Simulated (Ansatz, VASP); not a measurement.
## One calculation of SbS2, two programs

```
Sb S
1.0
     3.09770    0.00000    0.00000
    -1.54885    2.68269    0.00000
     0.00000    0.00000   14.40183
Sb S
2 4
Direct
  0.66667 0.33333 0.25000
  0.33333 0.66667 0.75000
  0.66667 0.33333 0.64448
  0.33333 0.66667 0.35552
  0.66667 0.33333 0.85552
  0.33333 0.66667 0.14448
```

Alike in both runs: task single point; functional PBE; k mesh 6 × 6 × 2; occupations gaussian, width 0.1 eV; no spin polarisation.

|  | VASP | Ansatz |
| --- | --- | --- |
| version | VASP 6.6.1 | Ansatz 0.2.0 |
| potentials or method | VASP PAW PBE potentials, release 64 (Sb_d_GW, S), cutoff 500 eV | scalar-relativistic, plane waves, PAW |
| valence electrons in the cell | 54 | 54 |

VASP gave:

* gap on the k mesh at the Fermi level (eV): none
* rms of the force components (eV/Å): 3.055

Q: What did Ansatz give for the same quantities?

A: gap on the k mesh at the Fermi level (eV): none; rms of the force components (eV/Å): 3.071.

Atom by atom the forces differ by 0.015 eV/Å (rms over components). A gap of «none» marks a metal or a gap that the smearing closes.

The k mesh is coarse, so the values compare programs but aren't converged. Neither program's run includes spin-orbit coupling.
